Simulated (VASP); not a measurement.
Input of a VASP 6.6.1 run:

INCAR

```
SYSTEM = SnBi3O
ALGO     = Normal         ! electronic algorithm
EDIFF    = 1E-7           ! SCF threshold, eV
ENCUT    = 520            ! plane-wave cutoff, eV
GGA      = PE             ! functional
ISIF     = 2              ! what is computed and relaxed
ISMEAR   = 0              ! smearing method
LASPH    = .True.         ! aspherical terms in the spheres
LCHARG   = .False.        ! write CHGCAR
LREAL    = .False.        ! projectors in reciprocal space
LWAVE    = .False.        ! write WAVECAR
NBANDS   = 40             ! bands
NELM     = 60             ! most SCF steps
PREC     = Accurate       ! precision mode
SIGMA    = 0.1            ! smearing width, eV
```

The input KPOINTS:

```
k-points
0
Gamma
  4 4 4
  0 0 0
```

POSCAR

```
SnBi3O
1.0
    5.0592414185      0.0000000000      0.0000000000
    0.0000000000      5.0592414185      0.0000000000
    0.0000000000      0.0000000000      5.0592414185
Sn Bi O
1 3 1
Direct
    0.0000000000      0.0000000000      0.0000000000
    0.5000000000      0.5000000000      0.0000000000
    0.0000000000      0.5000000000      0.5000000000
    0.5000000000      0.0000000000      0.5000000000
    0.5000000000      0.5000000000      0.5000000000
```

Potentials or basis: VASP PAW PBE potentials, release 64 (Sn_d, Bi_d, O).

The run is started by

```console
$ cat potpaw_PBE.64/Sn_d/POTCAR potpaw_PBE.64/Bi_d/POTCAR potpaw_PBE.64/O/POTCAR > POTCAR
$ mpirun -np 1 vasp_std > vasp.out
```

Q: Predict the pressure.

A: -0.2 GPa.

Q: What does it give for the band gap on the k mesh?

A: Zero (an odd number of electrons rules out a gap without spin polarisation).

Caveat: spin-orbit coupling is left out, which moves the levels of the heavy elements.
